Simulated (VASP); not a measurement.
Runs of VASP 6.6.1 on MgS. The structure is that of space group F-43m (No. 216), or close to it. The cells are those of the table. 

| level | potentials or basis | cell | k mesh | cutoff (eV) | mended | grid for exact exchange (PRECFOCK) | share of exact exchange | screening parameter | gap on the mesh (eV) | pressure (GPa) |
| --- | --- | --- | --- | --- | --- | --- | --- | --- | --- | --- |
| r2SCAN | VASP PAW PBE potentials, release 64 (Mg_sv, S) | a = 4.164 Å, angles 60.0°, 2 atoms | 8 × 8 × 8 | 750 | yes | - | - | - | 3.55 | (a) |
| HSE06 | VASP PAW PBE potentials, release 64 (Mg, S) | a = 3.883 Å, angles 60.0°, 2 atoms | 6 × 6 × 6 | 520 | - | Normal | 0.25 | 0.2079 1/Å | 4.78 | 6.4 |
| r2SCAN | VASP PAW PBE potentials, release 64 (Mg_sv, S) | a = 4.084 Å, angles 60.0°, 2 atoms | 8 × 8 × 8 | 750 | yes | - | - | - | 3.84 | (b) |
| HSE06 | VASP PAW PBE potentials, release 64 (Mg, S) | a = 3.923 Å, angles 60.0°, 2 atoms | 6 × 6 × 6 | 520 | - | Normal | 0.25 | 0.2079 1/Å | 4.81 | 4.0 |
| HSE06 | VASP PAW PBE potentials, release 64 (Mg, S) | a = 3.843 Å, angles 60.0°, 2 atoms | 6 × 6 × 6 | 520 | - | Normal | 0.25 | 0.2079 1/Å | 4.74 | 9.2 |
| r2SCAN | VASP PAW PBE potentials, release 64 (Mg_sv, S) | a = 4.124 Å, angles 60.0°, 2 atoms | 8 × 8 × 8 | 750 | yes | - | - | - | (c) | (d) |

Alike in all rows: task single point; no spin polarisation; smearing gaussian 0.01 eV.

**Question.** Fill in the values left out.

**Answer.** (a) -5.7; (b) -3.3; (c) 3.70; (d) -4.6.

Caveats: the PAW data sets were made with another functional, which shifts forces and pressure a little; the cell stands under tension (at least some runs); the cell stands under pressure (at least some runs).

A k mesh can miss the band edges.

The runs don't all hold the same shells in valence.
